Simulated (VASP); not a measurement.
**Al4Pt: single point with PBE**

The system is Al4Pt.

```
Al Pt
1.0
     4.77511    0.00000    0.00000
     0.00000    4.77511    0.00000
     0.00000    0.00000    4.77511
Al Pt
4 1
Direct
  0.00000 0.50000 0.50000
  0.50000 0.50000 0.00000
  0.50000 0.00000 0.50000
  0.00000 0.00000 0.00000
  0.50000 0.50000 0.50000
```

* Program: VASP 6.6.1
* Task: single point
* Functional: PBE
* Potentials or basis: VASP PAW PBE potentials, release 64 (Al, Pt)
* Cutoff: 520 eV
* k mesh: 4 × 4 × 4
* Occupations: gaussian, width 0.1 eV
* Spin: no spin polarisation
* Dipole correction: no
* Further INCAR settings: ALGO = Normal; EDIFF = 1e-06; NBANDS = 19

The pressure is 0.1 GPa and the band gap on the k mesh is zero (band 11 reaches 6.61 eV, above the bottom of band 12 at 4.46 eV).

Levels at points of the mesh, in eV from the Fermi level:
```csv
k point,band 7,band 8,band 9,band 10,band 11,band 12,band 13,band 14,band 15,band 16
"(0.00, 0.00, 0.00)",-3.39,-2.58,-2.58,-2.58,0.05,0.05,2.73,2.73,2.73,3.20
"(0.50, 0.00, 0.00)",-4.36,-1.80,-1.36,-1.36,-0.37,0.42,0.46,0.46,1.24,4.16
"(0.50, 0.50, 0.00)",-4.62,-4.62,-3.41,-0.25,0.75,0.75,0.95,1.81,1.91,2.41
"(0.50, 0.50, 0.50)",-4.73,-4.73,-4.73,-4.15,-1.41,-1.41,-1.41,6.80,6.80,6.80
```

It took 25 s on 1 thread of Intel Xeon 6975P-C, on a shared host, peak memory 0.21 GiB.

Caveat: spin-orbit coupling is left out, which moves the levels of the heavy elements.
